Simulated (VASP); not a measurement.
# Sn4P: single point with PBE

Crystal: Sn4P.

```
Sn P
1.0
     5.28362    0.00000    0.00000
     0.00000    5.28362    0.00000
     0.00000    0.00000    5.28362
Sn P
4 1
Direct
  0.00000 0.50000 0.50000
  0.50000 0.50000 0.00000
  0.50000 0.00000 0.50000
  0.00000 0.00000 0.00000
  0.50000 0.50000 0.50000
```

```
Program             : VASP 6.6.1
Task                : single point
Functional          : PBE
Potentials or basis : VASP PAW PBE potentials, release 64 (Sn_d, P)
Cutoff              : 520 eV
k mesh              : 8 × 8 × 8
Occupations         : gaussian, width 0.1 eV
Spin                : no spin polarisation
```

* Pressure: -0.1 GPa

Levels at points of the mesh, in eV from the Fermi level:
| k point | band 26 | band 27 | band 28 | band 29 | band 30 | band 31 | band 32 | band 33 | band 34 | band 35 |
| --- | --- | --- | --- | --- | --- | --- | --- | --- | --- | --- |
| (0.00, 0.00, 0.00) | -4.98 | -4.98 | -3.28 | -0.53 | -0.53 | -0.53 | 1.55 | 1.55 | 1.55 | 4.25 |
| (0.50, 0.00, 0.00) | -4.63 | -4.63 | -1.27 | -1.27 | 0.13 | 0.68 | 1.11 | 1.35 | 1.35 | 2.13 |
| (0.50, 0.50, 0.00) | -4.33 | -1.11 | -1.08 | -1.08 | -0.14 | -0.14 | 0.34 | 0.89 | 0.89 | 1.95 |
| (0.50, 0.50, 0.50) | -3.39 | -3.39 | -3.39 | 1.12 | 1.12 | 1.12 | 2.03 | 2.03 | 2.88 | 3.78 |

Run time: 82 s on 1 thread of AMD EPYC 9R45 96-Core Processor (Zen 5), on a shared host, peak memory 0.29 GiB.

Caveat: spin-orbit coupling is left out, which moves the levels of the heavy elements.
